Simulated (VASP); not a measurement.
Write the native input for VASP 6.6.1 that does the following.

```
Task                   : single point
Functional             : PBEsol
Potentials or basis    : VASP PAW PBE potentials, release 64 (Ga_d, P)
Cutoff                 : 520 eV
k mesh                 : 10 × 10 × 10
Occupations            : gaussian, width 0.05 eV
Spin                   : no spin polarisation
Dipole correction      : no
Further INCAR settings : ALGO = Normal; EDIFF = 1e-06; NBANDS = 16
```

The structure of GaP lies in POSCAR:

```
GaP
1.0
    0.0000000000      2.7192436855      2.7192436855
    2.7192436855      0.0000000000      2.7192436855
    2.7192436855      2.7192436855      0.0000000000
Ga P
1 1
Direct
    0.0000000000      0.0000000000      0.0000000000
    0.7500000000      0.7500000000      0.7500000000
```

One way to write it, as run:

INCAR

```
  ALGO = Normal
  EDIFF = 1E-6
  ENCUT = 520
  GGA = PS
  ISIF = 2
  ISMEAR = 0
  LASPH = True
  LCHARG = False
  LREAL = False
  LWAVE = False
  NBANDS = 16
  NELM = 80
  PREC = Accurate
  SIGMA = 0.05
```

KPOINTS

```
k-points
0
Gamma
  10 10 10
```

Potentials or basis: VASP PAW PBE potentials, release 64 (Ga_d, P).

The run is started by

```sh
$ cat potpaw_PBE.64/Ga_d/POTCAR potpaw_PBE.64/P/POTCAR > POTCAR
$ mpirun -np 1 vasp_std > vasp.out
```

It gave:

| Item | Value |
| --- | --- |
| Pressure | -0.1 GPa |
| Band gap on the k mesh | 1.47 eV (least direct gap 1.81 eV) |

Caveat: the PAW data sets were made with another functional, which shifts forces and pressure a little.

Wall time 28 s on 1 thread of Intel Xeon 8259CL, with other jobs on the host, peak memory 0.18 GiB.
